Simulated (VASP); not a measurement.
# TiB2 (qlda) (P6/mmm) in VASP: a series of runs

The runs below take TiB2 (qlda) through relaxation of cell and atoms, with LDA.

All numbers are computed with VASP 6.6.1; they aren't measurements. Logs are shortened: lines on timing, memory, paths and dates and some standing lists are left out, and cuts for length are marked.

## Step 1: The cell of the first run

It takes space group P6/mmm (No. 191, hexagonal). The conventional cell has a = 2.995 Å, b = 2.995 Å, c = 3.157 Å, α = 90.00°, β = 90.00°, γ = 120.00°. Ti (site symmetry 6/mmm) has 12 B at 2.34 Å and 6 Ti at 2.99 Å within 3.1 Å. B (site symmetry -6m2) has 3 B at 1.73 Å within 2.3 Å.

## Step 2: Relaxation of cell and atoms, LDA

The input, INCAR:

```
  ALGO = Normal
  EDIFF = 1E-7
  EDIFFG = -0.002
  ENCUT = 600
  IBRION = 2
  ISIF = 3
  ISMEAR = 0
  LASPH = T
  LCHARG = F
  LREAL = F
  LWAVE = F
  NELM = 60
  NSW = 100
  PREC = Accurate
  SIGMA = 0.1
```

The input, KPOINTS:

```
k-points
0
Gamma
  15 15 12
```

The input, POSCAR:

```
TiB2
1.0
    2.9949342187      0.0000000029      0.0000000000
   -1.4974671118      2.5936891146      0.0000000000
    0.0000000000      0.0000000000      3.1572745929
Ti B
1 2
Direct
    0.0000000000      0.0000000000      0.0000000000
    0.3333333333      0.6666666667      0.5000000000
    0.6666666667      0.3333333333      0.5000000000
```

Potentials or basis: VASP PAW LDA potentials, release 64 (Ti_sv, B).

Launch:

```console
$ cat potpaw_LDA.64/Ti_sv/POTCAR potpaw_LDA.64/B/POTCAR > POTCAR
$ mpirun -np 1 vasp_std > vasp.out
```

OUTCAR:

```text
EDIFF = 1E-7
   EDIFFG = -0.002
   ENCUT = 600
   IBRION = 2
   ISIF = 3
   ISMEAR = 0
   LASPH = T
   LREAL = F
   NELM = 60
   NSW = 100
   PREC = Accurate

 ion  position               nearest neighbor table
   1  0.000  0.000  0.000-   2 2.34   3 2.34   2 2.34   3 2.34   2 2.34   2 2.34   3 2.34   3 2.34
                             3 2.34   3 2.34   2 2.34   2 2.34
   2  0.333  0.667  0.500-   3 1.73   3 1.73   3 1.73   1 2.34   1 2.34   1 2.34   1 2.34   1 2.34
                             1 2.34
   3  0.667  0.333  0.500-   2 1.73   2 1.73   2 1.73   1 2.34   1 2.34   1 2.34   1 2.34   1 2.34
                             1 2.34

  LATTYP: Found a hexagonal cell.
 ALAT       =     2.9949342187
 C/A-ratio  =     1.0542049883

  Lattice vectors:

 A1 = (   2.9949342187,   0.0000000029,   0.0000000000)
 A2 = (  -1.4974671118,   2.5936891146,   0.0000000000)
 A3 = (   0.0000000000,   0.0000000000,   3.1572745929)

Analysis of symmetry for initial positions (statically):
=====================================================================
 Subroutine PRICEL returns:
 Original cell was already a primitive cell.

 Routine SETGRP: Setting up the symmetry group for a
 hexagonal supercell.

 Subroutine GETGRP returns: Found 24 space group operations
 (whereof 24 operations were pure point group operations)
 out of a pool of 24 trial point group operations.

The static configuration has the point symmetry D_6h.

Analysis of symmetry for dynamics (positions and initial velocities):
=====================================================================
 Subroutine PRICEL returns:
 Original cell was already a primitive cell.

 Routine SETGRP: Setting up the symmetry group for a
 hexagonal supercell.

 Subroutine GETGRP returns: Found 24 space group operations
 (whereof 24 operations were pure point group operations)
 out of a pool of 24 trial point group operations.

The dynamic configuration has the point symmetry D_6h.

 Subroutine INISYM returns: Found 24 space group operations
 (whereof 24 operations are pure point group operations),
 and found     1 'primitive' translations

----------------------------------------------------------------------------------------

                                     Primitive cell

  volume of cell :      24.5255

  direct lattice vectors                    reciprocal lattice vectors
     2.994934219  0.000000003  0.000000000     0.333897150  0.192775610  0.000000000
    -1.497467112  2.593689115  0.000000000    -0.000000000  0.385551219  0.000000000
     0.000000000  0.000000000  3.157274593     0.000000000  0.000000000  0.316728866

  length of vectors
     2.994934219  2.994934219  3.157274593     0.385551219  0.385551219  0.316728866

  position of ions in fractional coordinates (direct lattice)
     0.000000000  0.000000000  0.000000000
     0.333333333  0.666666667  0.500000000
     0.666666667  0.333333333  0.500000000

  ion indices of the primitive-cell ions
   primitive index   ion index
                 1           1
                 2           2
                 3           3

----------------------------------------------------------------------------------------

 KPOINTS: k-points

Automatic generation of k-mesh.
 Grid dimensions read from file:
 generate k-points for:   15   15   12

 Generating k-lattice:

  Cartesian coordinates                     Fractional coordinates (reciprocal lattice)
     0.022259810  0.012851707  0.000000000     0.066666667  0.000000000  0.000000000
    -0.000000000  0.025703415  0.000000000     0.000000000  0.066666667  0.000000000
     0.000000000  0.000000000  0.026394072     0.000000000  0.000000000  0.083333333

  Length of vectors
     0.025703415  0.025703415  0.026394072

  Shift w.r.t. Gamma in fractional coordinates (k-lattice)
     0.000000000  0.000000000  0.000000000

 Subroutine IBZKPT returns following result:
 ===========================================

 Found    189 irreducible k-points:

 Following reciprocal coordinates:
            Coordinates               Weight
  0.000000  0.000000  0.000000      1.000000
  0.066667  0.000000  0.000000      6.000000
  0.133333  0.000000  0.000000      6.000000
  0.200000  0.000000  0.000000      6.000000
  0.266667  0.000000  0.000000      6.000000
  0.333333  0.000000  0.000000      6.000000
[... 16 lines left out ...]
  0.333333  0.200000  0.000000     12.000000
  0.400000  0.200000  0.000000      6.000000
 [... further k-points ...]
   k-points           NKPTS =    189   k-points in BZ     NKDIM =    189   number of bands    NBANDS=     13
   number of dos      NEDOS =    301   number of ions     NIONS =      3
   total plane-waves  NPLWV =  16128
   dimension x,y,z NGX =    24 NGY =   24 NGZ =   28
   dimension x,y,z NGXF=    48 NGYF=   48 NGZF=   56
   ions per type =               1   2
   NGX,Y,Z   is equivalent  to a cutoff of  13.32, 13.32, 14.74 a.u.
   NGXF,Y,Z  is equivalent  to a cutoff of  26.64, 26.64, 29.49 a.u.
 SYSTEM =  unknown system
   PREC   = accura    normal or accurate (medium, high low for compatibility)
   ISTART =      0    job   : 0-new  1-cont  2-samecut
   ICHARG =      2    charge: 1-file 2-atom 10-const
   ISPIN  =      1    spin polarized calculation?
   LNONCOLLINEAR =      F non collinear calculations
   LSORBIT =      F    spin-orbit coupling
   LASPH  =      T    aspherical Exc in radial PAW
   ENCUT  =  600.0 eV  44.10 Ry    6.64 a.u.   5.98  5.98  6.31*2*pi/ulx,y,z
   NELM   =     60;   NELMIN=  2; NELMDL= -5     # of ELM steps
   EDIFF  = 0.1E-06   stopping-criterion for ELM
   LREAL  =      F    real-space projection
   EDIFFG = -.2E-02   stopping-criterion for IOM
   NSW    =    100    number of steps for IOM
   IBRION =      2    ionic relax: 0-MD 1-quasi-New 2-CG
   NFREE  =      1    steps in history (QN), initial steepest desc. (CG)
   ISIF   =      3    stress and relaxation
   ISYM   =      2    0-nonsym 1-usesym 2-fastsym
   POTIM  = 0.5000    time-step for ionic-motion
   TEBEG  =    0.0;   TEEND  =   0.0 temperature during run
   PSTRESS=    0.0 pullay stress
   NELECT =      18.0000    total number of electrons
   NUPDOWN=      -1.0000    fix difference up-down
   EMIN   =  10.00;   EMAX   =-10.00  energy-range for DOS
   EFERMI =   0.00;   METHOD = LEGACY
   ISMEAR =     0;   SIGMA  =   0.10  broadening in eV -4-tet -1-fermi 0-gaus
   EFERMI_NEDOS =   21; number of points for ismear=-14 and -15
   IALGO  =     38    algorithm
   IMIX   =      4    mixing-type and parameters
     AMIX     =   0.40;   BMIX     =  1.00
     AMIX_MAG =   1.60;   BMIX_MAG =  1.00
  volume/ion in A,a.u.               =       8.18        55.17
  Fermi-wavevector in a.u.,A,eV,Ry     =   1.476703  2.790564 29.669567  2.180652
  Thomas-Fermi vector in A             =   2.591197
   LORBIT       =      0    0 simple, 1 ext, 2 COOP (PROOUT), +10 PAW based schemes
   GGA     = CA    functional components
   LHFCALC =     F    Hartree Fock is set to
   AEXX    =    0.0000 exact exchange contribution
   IVDW    =     0    specifies the selected vdW correction
   LEPSILON=     F    determine dielectric tensor
   LRPA    =     F    only Hartree local field effects (RPA)
 conjugate gradient relaxation of ions
 non-spin polarized calculation
 Gauss-broadening in eV      SIGMA  =   0.10
  energy-cutoff  :      600.00
  volume of cell :       24.53
 maximum number of plane-waves:       840
 NGX is ok and might be reduce to    24
   NGX = 11   NGY = 11   NGZ = 13

--------------------------------------- Ionic step        1  -------------------------------------------

 number of electron      18.0000003 magnetization

 Free energy of the ion-electron system (eV)
  ---------------------------------------------------
  ext. energy  EPLUGINS =         0.00000000
  ---------------------------------------------------
  free energy    TOTEN  =       -26.92318208 eV

  energy without entropy =      -26.92113123  energy(sigma->0) =      -26.92215665

------------------------ aborting loop because EDIFF is reached ----------------------------------------

  FORCE on cell =-STRESS in cart. coord.  units (eV):
  Direction    XX          YY          ZZ          XY          YZ          ZX
  --------------------------------------------------------------------------------------
  -------------------------------------------------------------------------------------
  Total        0.0553601      0.0553601      0.1205325      0.0000000      0.0000000     -0.0000000
  in kB        3.6165138      3.6165138      7.8740325      0.0000000      0.0000000     -0.0000000
  external PRESSURE =       5.0356867 kB  Pullay stress =       0.0000000 kB
[... 96 lines left out ...]
  energy  without entropy=      -26.9212234041  energy(sigma->0) =      -26.92224911

--------------------------------------- Ionic step        4  -------------------------------------------

 number of electron      18.0000003 magnetization

 Free energy of the ion-electron system (eV)
  ---------------------------------------------------
  ext. energy  EPLUGINS =         0.00000000
  ---------------------------------------------------
  free energy    TOTEN  =       -26.92328488 eV

  energy without entropy =      -26.92124011  energy(sigma->0) =      -26.92226249

 E-fermi :  10.4326     XC(G=0): -13.1623

 val. band max:       10.4242178093   @ k =   0.2667   0.2000   0.0000
 cond. band min:      10.4393105292   @ k =   0.0667   0.0000   0.2500
 fundamental gap:      0.0150927199
 Fermi energy:        10.4326210039

 k-point     1 :       0.0000    0.0000    0.0000
  band No.  band energies     occupation
      1     -45.7187      2.00000
      2     -22.4664      2.00000
      3     -22.1239      2.00000
      4     -22.1239      2.00000
      5      -3.1049      2.00000
      6       7.6609      2.00000
      7       7.6609      2.00000
      8       8.2109      2.00000
      9       8.2489      2.00000
     10      12.4145      0.00000
     11      12.4145      0.00000
     12      14.3112      0.00000
     13      14.3112      0.00000
[... 353 lines left out ...]
 k-point    24 :       0.4000    0.2000    0.0000
  band No.  band energies     occupation
      1     -45.6459      2.00000
      2     -22.5434      2.00000
      3     -22.3775      2.00000
      4     -22.3390      2.00000
      5       1.5547      2.00000
      6       1.6055      2.00000
      7       4.5030      2.00000
      8       7.6565      2.00000
      9       9.8325      2.00000
     10      10.3548      1.72909
     11      12.5047      0.00000
     12      13.2081      0.00000
     13      16.3951      0.00000

 [... further k-points ...]
[... 5 lines left out ...]
  --------------------------------------------------------------------------------------
  -------------------------------------------------------------------------------------
  Total        0.0018103      0.0018103     -0.0013881      0.0000000     -0.0000000     -0.0000000
  in kB        0.1180332      0.1180332     -0.0905054      0.0000000     -0.0000000     -0.0000000
  external PRESSURE =       0.0485203 kB  Pullay stress =       0.0000000 kB
[... 18 lines left out ...]
  FREE ENERGIE OF THE ION-ELECTRON SYSTEM (eV)
  ---------------------------------------------------
  free  energy   TOTEN  =       -26.9232848764 eV

  energy  without entropy=      -26.9212401110  energy(sigma->0) =      -26.92226249

 reached required accuracy - stopping structural energy minimisation
```

Run time: 85 s. Hardware: 1 thread of Intel Xeon Platinum 8488C (Sapphire Rapids), shared host; peak memory 0.2 GiB.

What came out:

- Free energy: -26.9233 eV
- Relaxed volume: 8.19 Å³/atom
- Relaxed cell: a = 2.996 Å, b = 2.996 Å, c = 3.162 Å, α = 90.00°, β = 90.00°, γ = 120.00°
- Space group after relaxing (to 0.05 Å): P6/mmm (No. 191)
- Energy gained by relaxing: 0.0 meV/atom
- Ionic steps: 4
- Pressure after relaxing: 0.0 GPa
- Band gap on the k mesh: zero (band 9 reaches 10.89 eV, above the bottom of band 10 at 10.16 eV)

Step by step:
```
step  energy change (eV)  largest force (eV/Å)  pressure (GPa)  volume (Å³)
   1              0.0000                0.0000            0.50        24.53
   2              0.0000                0.0000           -0.50        24.62
   3             -0.0001                0.0000           -0.06        24.58
   4             -0.0001                0.0000            0.00        24.57
```

Final structure:
```
CELL_PARAMETERS angstrom
2.99558 0.00000 0.00000
-1.49779 2.59424 0.00000
0.00000 0.00000 3.16209
ATOMIC_POSITIONS crystal
Ti 0.00000 0.00000 0.00000
B 0.33333 0.66667 0.50000
B 0.66667 0.33333 0.50000
```

Levels at points of the mesh, in eV from the Fermi level:
```csv
k point,band 7,band 8,band 9,band 10,band 11,band 12
"(0.00, 0.00, 0.00)",-2.77,-2.22,-2.18,1.98,1.98,3.88
"(0.00, 0.00, 0.50)",-0.59,-0.59,-0.28,-0.28,0.42,0.42
```

(Continued in part 2 of 2.)
